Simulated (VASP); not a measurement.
# CsI (Pm-3m) in VASP: electric field gradients with PBE

Aim: the electric field gradients of CsI with PBE.

Everything below comes from runs of VASP 6.6.1. Logs are shortened: lines on timing, memory, paths and dates and some standing lists are left out, and cuts for length are marked.

### 1 The cell of the first run

Symmetry: Pm-3m, No. 221, cubic system. Conventional cell: a = 4.567 Å, b = 4.567 Å, c = 4.567 Å, α = 90.00°, β = 90.00°, γ = 90.00°. Within 5.2 Å of Cs (site symmetry m-3m) lie 8 I at 3.95 Å and 6 Cs at 4.57 Å. I (site symmetry m-3m) has 8 Cs at 3.95 Å and 6 I at 4.57 Å within 5.2 Å.

### 2 Electric field gradients, PBE

INCAR reads:

```
PREC = Accurate
ENCUT = 400
EDIFF = 1E-8
ISMEAR = 0
SIGMA = 0.01
LREAL = F
LASPH = T
NELM = 120
ALGO = Normal
ISIF = 2
LWAVE = F
LCHARG = F
GGA = PE
LEFG = T
NBANDS = 42
GGA_COMPAT = F
```

KPOINTS reads:

```
Automatic mesh
0
Gamma
  3 3 3
```

POSCAR reads:

```
CsI
1.0
   -4.5667000000      4.5667000000      4.5667000000
    4.5667000000     -4.5667000000      4.5667000000
    4.5667000000      4.5667000000     -4.5667000000
Cs I
4 4
Direct
    0.0000000000      0.0000000000      0.0000000000
    0.5000000000      0.5000000000      0.0000000000
    0.5000000000      0.0000000000      0.5000000000
    0.0000000000      0.5000000000      0.5000000000
    0.5000000000      0.5000000000      0.5000000000
    0.0000000000      0.0000000000      0.5000000000
    0.0000000000      0.5000000000      0.0000000000
    0.5000000000      0.0000000000      0.0000000000
```

Potentials or basis: VASP PAW PBE potentials, release 64 (Cs_sv, I).

The run is started by

```bash
$ cat potpaw_PBE.64/Cs_sv/POTCAR potpaw_PBE.64/I/POTCAR > POTCAR
$ mpirun -np 1 vasp_std > vasp.out
```

OUTCAR:

```text
PREC = Accurate
   ENCUT = 400
   EDIFF = 1E-8
   ISMEAR = 0
   LREAL = F
   LASPH = T
   NELM = 120
   ISIF = 2
   GGA = PE

 ion  position               nearest neighbor table
   1  0.000  0.000  0.000-
   2  0.500  0.500  0.000-
   3  0.500  0.000  0.500-
   4  0.000  0.500  0.500-
   5  0.500  0.500  0.500-
   6  0.000  0.000  0.500-
   7  0.000  0.500  0.000-
   8  0.500  0.000  0.000-

  LATTYP: Found a body centered cubic cell.
 ALAT       =     9.1334000000

  Lattice vectors:

 A1 = (  -4.5667000000,   4.5667000000,   4.5667000000)
 A2 = (   4.5667000000,  -4.5667000000,   4.5667000000)
 A3 = (   4.5667000000,   4.5667000000,  -4.5667000000)

Analysis of symmetry for initial positions (statically):
=====================================================================
 Subroutine PRICEL returns following result:

  LATTYP: Found a simple cubic cell.
 ALAT       =     4.5667000000

  Lattice vectors:

 A1 = (   0.0000000000,   4.5667000000,   0.0000000000)
 A2 = (   4.5667000000,   0.0000000000,   0.0000000000)
 A3 = (   0.0000000000,   0.0000000000,  -4.5667000000)

   4 primitive cells build up your supercell.

 Routine SETGRP: Setting up the symmetry group for a
 body centered cubic supercell.

 Subroutine GETGRP returns: Found 48 space group operations
 (whereof 48 operations were pure point group operations)
 out of a pool of 48 trial point group operations.

The static configuration has the point symmetry O_h .

Analysis of symmetry for dynamics (positions and initial velocities):
=====================================================================
 Subroutine PRICEL returns following result:

  LATTYP: Found a simple cubic cell.
 ALAT       =     4.5667000000

  Lattice vectors:

 A1 = (   0.0000000000,   4.5667000000,   0.0000000000)
 A2 = (   4.5667000000,   0.0000000000,   0.0000000000)
 A3 = (   0.0000000000,   0.0000000000,  -4.5667000000)

   4 primitive cells build up your supercell.

 Routine SETGRP: Setting up the symmetry group for a
 body centered cubic supercell.

 Subroutine GETGRP returns: Found 48 space group operations
 (whereof 48 operations were pure point group operations)
 out of a pool of 48 trial point group operations.

The dynamic configuration has the point symmetry O_h .

 Subroutine INISYM returns: Found 48 space group operations
 (whereof 48 operations are pure point group operations),
 and found     4 'primitive' translations

----------------------------------------------------------------------------------------

                                     Primitive cell

  volume of cell :      95.2374

  direct lattice vectors                    reciprocal lattice vectors
     0.000000000  4.566700000  0.000000000     0.000000000  0.218976504  0.000000000
     4.566700000  0.000000000  0.000000000     0.218976504  0.000000000  0.000000000
     0.000000000  0.000000000 -4.566700000     0.000000000  0.000000000 -0.218976504

  length of vectors
     4.566700000  4.566700000  4.566700000     0.218976504  0.218976504  0.218976504

  position of ions in fractional coordinates (direct lattice)
     0.000000000  0.000000000  0.000000000
     0.500000000  0.500000000  0.500000000

  ion indices of the primitive-cell ions
   primitive index   ion index
                 1           1
                 2           8

[... 47 lines left out ...]
   LASPH  =      T    aspherical Exc in radial PAW
   ENCUT  =  400.0 eV  29.40 Ry    5.42 a.u.  12.90 12.90 12.90*2*pi/ulx,y,z
   NELM   =    120;   NELMIN=  2; NELMDL= -5     # of ELM steps
   EDIFF  = 0.1E-07   stopping-criterion for ELM
   LREAL  =      F    real-space projection
   EDIFFG = 0.1E-06   stopping-criterion for IOM
   NSW    =      0    number of steps for IOM
   IBRION =     -1    ionic relax: 0-MD 1-quasi-New 2-CG
   NFREE  =      0    steps in history (QN), initial steepest desc. (CG)
   ISIF   =      2    stress and relaxation
   ISYM   =      2    0-nonsym 1-usesym 2-fastsym
   POTIM  = 0.5000    time-step for ionic-motion
   TEBEG  =    0.0;   TEEND  =   0.0 temperature during run
   PSTRESS=    0.0 pullay stress
   NELECT =      64.0000    total number of electrons
   NUPDOWN=      -1.0000    fix difference up-down
   EMIN   =  10.00;   EMAX   =-10.00  energy-range for DOS
   EFERMI =   0.00;   METHOD = LEGACY
   ISMEAR =     0;   SIGMA  =   0.01  broadening in eV -4-tet -1-fermi 0-gaus
   EFERMI_NEDOS =   21; number of points for ismear=-14 and -15
   IALGO  =     38    algorithm
   IMIX   =      4    mixing-type and parameters
     AMIX     =   0.40;   BMIX     =  1.00
     AMIX_MAG =   1.60;   BMIX_MAG =  1.00
  volume/ion in A,a.u.               =      47.62       321.35
  Fermi-wavevector in a.u.,A,eV,Ry     =   0.903328  1.707043 11.102385  0.816002
  Thomas-Fermi vector in A             =   2.026641
   LORBIT       =      0    0 simple, 1 ext, 2 COOP (PROOUT), +10 PAW based schemes
   GGA     = PE    functional components
   LHFCALC =     F    Hartree Fock is set to
   AEXX    =    0.0000 exact exchange contribution
   IVDW    =     0    specifies the selected vdW correction
   LEPSILON=     F    determine dielectric tensor
   LRPA    =     F    only Hartree local field effects (RPA)
 non-spin polarized calculation
 Gauss-broadening in eV      SIGMA  =   0.01
  energy-cutoff  :      400.00
  volume of cell :      380.95
 maximum number of plane-waves:      6939
 NGX is ok and might be reduce to    54
   NGX = 25   NGY = 25   NGZ = 25

 number of electron      64.0000018 magnetization

 Free energy of the ion-electron system (eV)
  ---------------------------------------------------
  ext. energy  EPLUGINS =         0.00000000
  ---------------------------------------------------
  free energy    TOTEN  =       -21.70682046 eV

  energy without entropy =      -21.70682046  energy(sigma->0) =      -21.70682046

 E-fermi :   0.8574     XC(G=0):  -7.7683

 val. band max:        0.8138831475   @ k =   0.0000   0.0000   0.0000
 cond. band min:       4.6896489480   @ k =   0.0000   0.0000   0.0000
 fundamental gap:      3.8757658006
 Fermi energy:         0.8574214020

 k-point     1 :       0.0000    0.0000    0.0000
  band No.  band energies     occupation
      1     -19.5758      2.00000
      2     -19.5288      2.00000
      3     -19.5288      2.00000
      4     -19.5288      2.00000
      5      -9.8436      2.00000
      6      -9.6742      2.00000
[... 169 lines left out ...]
     41       7.3930      0.00000
     42       7.3958      0.00000

------------------------ aborting loop because EDIFF is reached ----------------------------------------

  FORCE on cell =-STRESS in cart. coord.  units (eV):
  Direction    XX          YY          ZZ          XY          YZ          ZX
  --------------------------------------------------------------------------------------
  -------------------------------------------------------------------------------------
  Total        1.8684124      1.8684124      1.8684124      0.0000000     -0.0000000     -0.0000000
  in kB        7.8580696      7.8580696      7.8580696      0.0000000     -0.0000000     -0.0000000
  external PRESSURE =       7.8580696 kB  Pullay stress =       0.0000000 kB

 VOLUME and BASIS-vectors are now :
 -----------------------------------------------------------------------------
  energy-cutoff  :      400.00
  volume of cell :      380.95
      direct lattice vectors                 reciprocal lattice vectors
    -4.566700000  4.566700000  4.566700000     0.000000000  0.109488252  0.109488252
     4.566700000 -4.566700000  4.566700000     0.109488252  0.000000000  0.109488252
     4.566700000  4.566700000 -4.566700000     0.109488252  0.109488252  0.000000000

 POSITION                                       TOTAL-FORCE (eV/Angst)
 -----------------------------------------------------------------------------------
      0.00000      0.00000      0.00000         0.000000     -0.000000     -0.000000
      0.00000      0.00000      4.56670         0.000000     -0.000000      0.000000
      0.00000      4.56670      0.00000         0.000000     -0.000000      0.000000
      4.56670      0.00000      0.00000        -0.000000      0.000000     -0.000000
      2.28335      2.28335      2.28335        -0.000000      0.000000     -0.000000
      2.28335      2.28335     -2.28335         0.000000     -0.000000      0.000000
      2.28335     -2.28335      2.28335         0.000000      0.000000     -0.000000
     -2.28335      2.28335      2.28335        -0.000000      0.000000      0.000000
 -----------------------------------------------------------------------------------
    total drift:                               -0.000000      0.000000     -0.000000

  FREE ENERGIE OF THE ION-ELECTRON SYSTEM (eV)
  ---------------------------------------------------
  free  energy   TOTEN  =       -21.7068204601 eV

  energy  without entropy=      -21.7068204601  energy(sigma->0) =      -21.70682046

 Electric field gradients (V/A^2)
---------------------------------------------------------------------
 ion       V_xx      V_yy      V_zz      V_xy      V_xz      V_yz
---------------------------------------------------------------------
   1      -0.000    -0.000     0.000    -0.001    -0.001    -0.001
   2      -0.000    -0.000    -0.000    -0.001    -0.001    -0.001
   3      -0.000    -0.000     0.000    -0.001    -0.001    -0.001
   4      -0.000    -0.000     0.000    -0.001    -0.001    -0.001
   5      -0.000    -0.000    -0.000     0.001     0.001     0.001
   6      -0.000    -0.000    -0.000     0.001     0.001     0.001
   7      -0.000    -0.000     0.000     0.001     0.001     0.001
   8      -0.000    -0.000    -0.000     0.001     0.001     0.001
---------------------------------------------------------------------

 Electric field gradients after diagonalization (V/A^2)
 (convention: |V_zz| > |V_xx| > |V_yy|)
----------------------------------------------------------------------
 ion       V_xx      V_yy      V_zz     asymmetry (V_yy - V_xx)/ V_zz
----------------------------------------------------------------------
   1       0.001     0.001    -0.002       0.000
   2       0.001     0.001    -0.002       0.000
   3       0.001     0.001    -0.002       0.000
   4       0.001     0.001    -0.002       0.000
   5      -0.001    -0.001     0.001       0.000
   6      -0.001    -0.001     0.001       0.000
   7      -0.001    -0.001     0.001       0.000
   8      -0.001    -0.001     0.001       0.000
----------------------------------------------------------------------

           NMR quadrupolar parameters

 Cq : quadrupolar parameter    Cq=e*Q*V_zz/h
 eta: asymmetry parameters     (V_yy - V_xx)/ V_zz
 Q  : nuclear electric quadrupole moment in mb (millibarn)
----------------------------------------------------------------------
 ion       Cq(MHz)       eta       Q (mb)
----------------------------------------------------------------------
   1      -0.000       0.000       1.000
   2      -0.000       0.000       1.000
   3      -0.000       0.000       1.000
   4      -0.000       0.000       1.000
   5       0.000       0.000       1.000
   6       0.000       0.000       1.000
   7       0.000       0.000       1.000
   8       0.000       0.000       1.000
----------------------------------------------------------------------
```

Wall time 2 min (1 thread of Intel Xeon Platinum 8488C (Sapphire Rapids), shared host); peak memory 0.39 GiB.

Results:

- Free energy: -21.7068 eV
- Pressure: 0.8 GPa
- Band gap on the k mesh: 3.88 eV
- Largest electric field gradient by atom: zero within the noise of the run

Caveat: spin-orbit coupling is left out, which moves the levels of the heavy elements.
